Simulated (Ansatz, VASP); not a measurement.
## CoO: VASP beside Ansatz

```
Co O
1.0
    -1.48762    1.48762    2.07877
     1.48762   -1.48762    2.07877
     1.48762    1.48762   -2.07877
Co O
1 1
Direct
  0.00000 0.00000 0.00000
  0.50000 0.50000 0.00000
```

Change from the starting cell: volume scaled by 0.96.

Alike in both runs: task single point; functional PBE; k mesh 12 × 12 × 12; occupations fermi-dirac, width 0.05 eV; collinear spin.

|  | VASP | Ansatz |
| --- | --- | --- |
| version | VASP 6.6.1 | Ansatz 0.2.0 |
| potentials or method | VASP PAW PBE potentials, release 64 (Co, O), cutoff 520 eV | all-electron LAPW, scalar-relativistic |

Ansatz gave:

| Item | Value |
| --- | --- |
| gap on the k mesh at the Fermi level (eV) | none |
| pressure (GPa) | 7.0 |
| traceless stress, the component that is largest in VASP (GPa) | 0.13 |
| net moment per atom (μB) | 1.39 |
| size of the moment on the site where the two differ most (μB) | 2.47 |

Task: Which values does VASP return?

Result: gap on the k mesh at the Fermi level (eV): none; pressure (GPa): 6.2; traceless stress, the component that is largest in VASP (GPa): 0.31; net moment per atom (μB): 1.36; size of the moment on the site where the two differ most (μB): 2.42.

Site moments also hang on the region over which each program counts them. A gap of «none» marks a metal or a gap that the smearing closes. Ansatz ran all-electron here, and VASP with PAW potentials.
